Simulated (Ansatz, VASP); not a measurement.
## CoO in VASP and in Ansatz

```
CELL_PARAMETERS angstrom
0.00000 2.12416 2.12416
2.12416 0.00000 2.12416
2.12416 2.12416 0.00000
ATOMIC_POSITIONS crystal
Co 0.00000 0.00000 0.00000
O 0.50000 0.50000 0.50000
```

Alike in both runs: task single point; functional PBE; k mesh 16 × 16 × 16; occupations gaussian, width 0.1 eV; collinear spin.

|  | VASP | Ansatz |
| --- | --- | --- |
| version | VASP 6.6.1 | Ansatz 0.2.0 |
| potentials or method | VASP PAW PBE potentials, release 64 (Co, O), cutoff 520 eV | scalar-relativistic, plane waves, PAW |
| valence electrons in the cell | 15 | 23 |

|  | VASP | Ansatz | Ansatz less VASP |
| --- | --- | --- | --- |
| gap on the k mesh at the Fermi level (eV) | none | none | - |
| pressure (GPa) | -0.6 | 0.0 | +0.64 |
| net moment per atom (μB) | 1.45 | 1.47 | +0.019 |
| size of the moment on the site where the two differ most (μB) | 2.55 | 2.49 | -0.056 |

Site moments also hang on the region over which each program counts them. A gap of «none» marks a metal or a gap that the smearing closes. VASP's potentials hold 15 valence electrons a cell and Ansatz's 23, so a difference there can come from the potentials and not from the codes. Ansatz's warnings: stability check not made.
